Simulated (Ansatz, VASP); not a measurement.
# Rb: VASP beside Ansatz

File INCAR:

```
SYSTEM = Rb
PREC = Accurate ; ENCUT = 600
EDIFF = 1E-6 ; ISMEAR = 0
SIGMA = 0.1 ; LREAL = .False.
LASPH = .True. ; NELM = 60
ALGO = Fast ; ISIF = 3
LWAVE = .False. ; LCHARG = .False.
GGA = CA ; IBRION = 2
NSW = 100 ; EDIFFG = -0.002
```

The input KPOINTS:

```
Automatic mesh
0
Gamma
  12 12 12
  0 0 0
```

The input POSCAR:

```
Rb
1.0
   -2.6904505383      2.6904505383      2.6904505383
    2.6904505383     -2.6904505383      2.6904505383
    2.6904505383      2.6904505383     -2.6904505383
Rb
1
Direct
    0.0000000000      0.0000000000      0.0000000000
```

Input for Ansatz:

```yaml
crystal:
  lattice:
    - [-2.6904505383, 2.6904505383, 2.6904505383]
    - [2.6904505383, -2.6904505383, 2.6904505383]
    - [2.6904505383, 2.6904505383, -2.6904505383]
  atoms:
    - { symbol: Rb, position: [0.0, 0.0, 0.0] }
basis:
  ecutwfc: 420
kpoints:
  mp_grid: { grid: [12, 12, 12] }
hamiltonian:
  xc: lda
  pseudopotentials: { kind: paw }
scf:
  occupations: { method: gaussian, width: 0.1 }
output:
  forces: true
  stress: true
  eigenvalues: true
  write_density: true
  write_potential: true
  elf: true
  volumetric_format: npy
relax:
  adjacent_minimum: "off"
  f_tol: 0.002
  max_steps: 80
  cell: { stress_tol: 0.02 }
```

Alike in both runs: task relaxation of cell and atoms; functional LDA; k mesh 12 × 12 × 12; occupations gaussian, width 0.1 eV; no spin polarisation.

```csv
,VASP,Ansatz
version,VASP 6.6.1,Ansatz 0.2.0
potentials or method,"VASP PAW LDA potentials, release 64 (Rb_sv), cutoff 600 eV","scalar-relativistic, plane waves, PAW"
valence electrons in the cell,9,9
```

|  | VASP | Ansatz | Ansatz less VASP |
| --- | --- | --- | --- |
| gap on the k mesh at the Fermi level, each at its own relaxed structure (eV) | none | none | - |
| relaxed volume (Å³/atom) | 77.78 | 77.90 | +0.121 |
| relaxed length of the cell vector where the two differ most in proportion (Å) | 4.658 | 4.660 | +0.0024 |

LDA's correlation is that of Perdew and Zunger in VASP and of Perdew and Wang (1992) in Ansatz. A gap of «none» marks a metal or a gap that the smearing closes.
